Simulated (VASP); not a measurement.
Write the native input for VASP 6.6.1 that does the following.

| Item | Value |
| --- | --- |
| Task | single point |
| Functional | PBEsol |
| Potentials or basis | VASP PAW PBE potentials, release 64 (W_sv, F) |
| Cutoff | 520 eV |
| k mesh | 14 × 14 × 14 |
| Occupations | gaussian, width 0.1 eV |
| Spin | no spin polarisation |
| Dipole correction | no |
| Further INCAR settings | ALGO = Normal; EDIFF = 1e-06; NBANDS = 21 |

The structure of WF2 lies in POSCAR:

```
WF2
1.0
    0.0000000000      2.6261643228      2.6261643228
    2.6261643228      0.0000000000      2.6261643228
    2.6261643228      2.6261643228      0.0000000000
W F
1 2
Direct
    0.0000000000      0.0000000000      0.0000000000
    0.2500000000      0.2500000000      0.2500000000
    0.7500000000      0.7500000000      0.7500000000
```

The input as run:

INCAR

```
PREC = Accurate
ENCUT = 520
EDIFF = 1E-6
ISMEAR = 0
SIGMA = 0.1
LREAL = F
LASPH = T
NELM = 80
ALGO = Normal
ISIF = 2
LWAVE = F
LCHARG = T
GGA = PS
LELF = T
LVHAR = T
NBANDS = 21
```

KPOINTS

```
regular mesh
0
Gamma
  14 14 14
```

Potentials or basis: VASP PAW PBE potentials, release 64 (W_sv, F).

Command:

```sh
$ cat potpaw_PBE.64/W_sv/POTCAR potpaw_PBE.64/F/POTCAR > POTCAR
$ mpirun -np 1 vasp_std > vasp.out
```

Results of the run:

```
Pressure               : -7.5 GPa
Band gap on the k mesh : zero (band 14 reaches 7.82 eV, above the bottom of band 15 at 6.92 eV)
```

Caveat: the PAW data sets were made with another functional, which shifts forces and pressure a little; spin-orbit coupling is left out, which moves the levels of the heavy elements.

Wall time 44 s on 1 thread of Intel Xeon 6975P-C, on a shared host, peak memory 0.21 GiB.
